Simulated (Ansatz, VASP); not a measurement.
Two plane-wave programs on Sn

INCAR

```
SYSTEM = Sn
PREC = Accurate
ENCUT = 500
EDIFF = 1E-6
ISMEAR = -1
SIGMA = 0.15
LREAL = .False.
LASPH = .True.
NELM = 120
ALGO = Normal
ISIF = 2
LWAVE = .False.
LCHARG = .True.
GGA = PS
LELF = .True.
LVHAR = .True.
NBANDS = 13
GGA_COMPAT = .False.
```

Contents of KPOINTS:

```
Automatic mesh
0
Gamma
  7 7 7
  0 0 0
```

POSCAR

```
Sn
1.0
   -1.8861075434      1.8861075434      1.8861075434
    1.8861075434     -1.8861075434      1.8861075434
    1.8861075434      1.8861075434     -1.8861075434
Sn
1
Direct
    0.0000000000      0.0000000000      0.0000000000
```

Input for Ansatz:

```yaml
crystal:
  lattice:
    - [-1.8861075434488346, 1.8861075434488348, 1.8861075434488348]
    - [1.886107543448835, -1.8861075434488348, 1.8861075434488348]
    - [1.8861075434488346, 1.8861075434488348, -1.8861075434488348]
  atoms:
    - { symbol: Sn, position: [2.7881406616551825e-34, 8.984008798666695e-34, 8.054628578114968e-34] }
kpoints:
  mp_grid:
    grid: [7, 7, 7]
hamiltonian:
  xc: pbesol
  pseudopotentials:
    kind: paw
scf:
  occupations:
    method: fermi_dirac
    width: 0.15
output:
  forces: true
  stress: true
```

Alike in both runs: task single point; functional PBEsol; k mesh 7 × 7 × 7; occupations fermi-dirac, width 0.15 eV; no spin polarisation.

```csv
,VASP,Ansatz
version,VASP 6.6.1,Ansatz 0.2.0
potentials or method,"VASP PAW PBE potentials, release 64 (Sn_d)","plane waves, PAW"
plane-wave cutoff (eV),500,420
valence electrons in the cell,14,14
```

```tsv
	VASP	Ansatz	Ansatz less VASP
pressure (GPa)	-1.2	-1.2	+0.03
```

VASP's potentials were made for PBE, not for PBEsol.
